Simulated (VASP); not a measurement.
# Be5ZnSe6 (P3m1) in VASP: a series of runs, part 2 of 2

VASP 6.6.1. Earlier steps stand in the parts before.

### Step 3. Single point, PBE

INCAR reads:

```
PREC = Accurate
ENCUT = 520
EDIFF = 1E-6
ISMEAR = 0
SIGMA = 0.02
LREAL = F
LASPH = T
NELM = 60
ALGO = Normal
ISIF = 2
LWAVE = F
LCHARG = T
GGA = PE
LELF = T
LVHAR = T
NBANDS = 41
```

KPOINTS reads:

```
regular mesh
0
Gamma
  12 12 2
```

POSCAR reads:

```
Be5ZnSe6
1.0
    3.7236691370      0.0000000289      0.0000000000
   -1.8618345935      3.2247920535      0.0000000000
    0.0000000000      0.0000000000     18.3308759000
Be Zn Se
5 1 6
Direct
    0.3333333333      0.6666666667      0.0044610000
    0.6666666667      0.3333333333      0.8426150000
    0.3333333333      0.6666666667      0.4907930000
    0.6666666667      0.3333333333      0.3285970000
    0.0000000000      0.0000000000      0.1665350000
    0.0000000000      0.0000000000      0.6642040000
    0.3333333333      0.6666666667      0.8822180000
    0.6666666667      0.3333333333      0.7210320000
    0.0000000000      0.0000000000      0.5302940000
    0.3333333333      0.6666666667      0.3684960000
    0.6666666667      0.3333333333      0.2064110000
    0.0000000000      0.0000000000      0.0443440000
```

Potentials or basis: VASP PAW PBE potentials, release 64 (Be, Zn, Se).

On the command line:

```
$ cat potpaw_PBE.64/Be/POTCAR potpaw_PBE.64/Zn/POTCAR potpaw_PBE.64/Se/POTCAR > POTCAR
$ mpirun -np 1 vasp_std > vasp.out
```

OUTCAR:

```text
PREC = Accurate
   ENCUT = 520
   EDIFF = 1E-6
   ISMEAR = 0
   LREAL = F
   LASPH = T
   NELM = 60
   ISIF = 2
   GGA = PE

 ion  position               nearest neighbor table
   1  0.333  0.667  0.004-   7 2.24  12 2.27  12 2.27  12 2.27
   2  0.667  0.333  0.843-   8 2.23   7 2.27   7 2.27   7 2.27
   3  0.333  0.667  0.491-  10 2.24   9 2.27   9 2.27   9 2.27
   4  0.667  0.333  0.329-  11 2.24  10 2.27  10 2.27  10 2.27
   5  0.000  0.000  0.167-  12 2.24  11 2.27  11 2.27  11 2.27
   6  0.000  0.000  0.664-   8 2.39   8 2.39   8 2.39   9 2.45
   7  0.333  0.667  0.882-   1 2.24   2 2.27   2 2.27   2 2.27
   8  0.667  0.333  0.721-   2 2.23   6 2.39   6 2.39   6 2.39
   9  0.000  0.000  0.530-   3 2.27   3 2.27   3 2.27   6 2.45
  10  0.333  0.667  0.368-   3 2.24   4 2.27   4 2.27   4 2.27
  11  0.667  0.333  0.206-   4 2.24   5 2.27   5 2.27   5 2.27
  12  0.000  0.000  0.044-   5 2.24   1 2.27   1 2.27   1 2.27

  LATTYP: Found a hexagonal cell.
 ALAT       =     3.7236691370
 C/A-ratio  =     4.9227993212

  Lattice vectors:

 A1 = (   3.7236691370,   0.0000000289,   0.0000000000)
 A2 = (  -1.8618345935,   3.2247920535,   0.0000000000)
 A3 = (   0.0000000000,   0.0000000000,  18.3308759000)

Analysis of symmetry for initial positions (statically):
=====================================================================
 Subroutine PRICEL returns:
 Original cell was already a primitive cell.

 Routine SETGRP: Setting up the symmetry group for a
 hexagonal supercell.

 Subroutine GETGRP returns: Found  6 space group operations
 (whereof  6 operations were pure point group operations)
 out of a pool of 24 trial point group operations.

The static configuration has the point symmetry C_3v.

Analysis of symmetry for dynamics (positions and initial velocities):
[... 159 lines left out ...]
   IVDW    =     0    specifies the selected vdW correction
   LEPSILON=     F    determine dielectric tensor
   LRPA    =     F    only Hartree local field effects (RPA)
 non-spin polarized calculation
 Gauss-broadening in eV      SIGMA  =   0.02
  energy-cutoff  :      520.00
  volume of cell :      220.12
 maximum number of plane-waves:      5956
 NGX is ok and might be reduce to    28
   NGX = 13   NGY = 13   NGZ = 69

 number of electron      57.9999996 magnetization

 Free energy of the ion-electron system (eV)
  ---------------------------------------------------
  ext. energy  EPLUGINS =         0.00000000
  ---------------------------------------------------
  free energy    TOTEN  =       -50.00385303 eV

  energy without entropy =      -50.00385303  energy(sigma->0) =      -50.00385303

 E-fermi :   3.4306     XC(G=0):  -9.3363

 val. band max:        3.3446187154   @ k =   0.0000   0.0000   0.0000
 cond. band min:       5.4584287124   @ k =   0.5000   0.0000   0.0000
 fundamental gap:      2.1138099970
 Fermi energy:         3.4306288057

 k-point     1 :       0.0000    0.0000    0.0000
  band No.  band energies     occupation
      1     -10.7595      2.00000
      2     -10.5419      2.00000
      3     -10.4500      2.00000
      4      -9.9665      2.00000
      5      -9.8566      2.00000
      6      -9.5260      2.00000
[... 1045 lines left out ...]
     40       8.8815      0.00000
     41       9.1782      0.00000

 [... further k-points ...]

------------------------ aborting loop because EDIFF is reached ----------------------------------------

  FORCE on cell =-STRESS in cart. coord.  units (eV):
  Direction    XX          YY          ZZ          XY          YZ          ZX
  --------------------------------------------------------------------------------------
  -------------------------------------------------------------------------------------
  Total        0.2865766      0.2865766      0.2212341      0.0000000     -0.0000000      0.0000000
  in kB        2.0859085      2.0859085      1.6102991      0.0000000     -0.0000000      0.0000000
  external PRESSURE =       1.9273721 kB  Pullay stress =       0.0000000 kB

 VOLUME and BASIS-vectors are now :
 -----------------------------------------------------------------------------
  energy-cutoff  :      520.00
  volume of cell :      220.12
      direct lattice vectors                 reciprocal lattice vectors
     3.723669137  0.000000029  0.000000000     0.268552323  0.155048759  0.000000000
    -1.861834594  3.224792053  0.000000000    -0.000000002  0.310097513  0.000000000
     0.000000000  0.000000000 18.330875900     0.000000000  0.000000000  0.054552767

 POSITION                                       TOTAL-FORCE (eV/Angst)
 -----------------------------------------------------------------------------------
     -0.00000      2.14986      0.08177        -0.000000      0.000000     -0.000265
      1.86183      1.07493     15.44587        -0.000000     -0.000000      0.000347
     -0.00000      2.14986      8.99667        -0.000000     -0.000000      0.003739
      1.86183      1.07493      6.02347        -0.000000     -0.000000     -0.000159
      0.00000      0.00000      3.05273        -0.000000     -0.000000     -0.000141
      0.00000      0.00000     12.17544        -0.000000      0.000000     -0.004855
     -0.00000      2.14986     16.17183        -0.000000     -0.000000     -0.000587
      1.86183      1.07493     13.21715         0.000000      0.000000      0.020414
      0.00000      0.00000      9.72075         0.000000     -0.000000     -0.016135
     -0.00000      2.14986      6.75485        -0.000000     -0.000000     -0.003039
      1.86183      1.07493      3.78369        -0.000000      0.000000      0.000291
      0.00000      0.00000      0.81286         0.000000     -0.000000      0.000388
 -----------------------------------------------------------------------------------
    total drift:                               -0.000001      0.000001      0.000095

  FREE ENERGIE OF THE ION-ELECTRON SYSTEM (eV)
  ---------------------------------------------------
  free  energy   TOTEN  =       -50.0038530251 eV

  energy  without entropy=      -50.0038530251  energy(sigma->0) =      -50.00385303
```

It took 5 min on 1 thread of Intel Xeon Platinum 8488C (Sapphire Rapids), shared host; peak memory 0.49 GiB.

Results:

```yaml
Free_energy: -50.0039 eV
Pressure: 0.2 GPa
Largest_force: 0.020 eV/Å
Band_gap_on_the_k_mesh: 2.11 eV (least direct gap 2.81 eV)
```

Forces on the atoms (eV/Å):
```
Be   0.000  0.000  0.000
Be   0.000  0.000  0.000
Be   0.000  0.000  0.004
Be   0.000  0.000  0.000
Be   0.000  0.000  0.000
Zn   0.000  0.000 -0.005
Se   0.000  0.000 -0.001
Se   0.000  0.000  0.020
Se   0.000  0.000 -0.016
Se   0.000  0.000 -0.003
Se   0.000  0.000  0.000
Se   0.000  0.000  0.000
```

Levels at points of the mesh, in eV from the valence-band top:
| k point | band 27 | band 28 | band 29 | band 30 | band 31 | band 32 |
| --- | --- | --- | --- | --- | --- | --- |
| (0.00, 0.00, 0.00) | -0.60 | 0.00 | 0.00 | 2.81 | 3.39 | 3.48 |
| (0.50, 0.00, 0.00) | -1.85 | -1.57 | -1.16 | 2.11 | 2.83 | 2.99 |
| (0.00, 0.00, 0.50) | -0.78 | 0.00 | 0.00 | 3.03 | 3.39 | 3.46 |
| (0.50, 0.00, 0.50) | -1.91 | -1.77 | -1.17 | 2.33 | 2.46 | 3.29 |

A k mesh can miss the band edges.
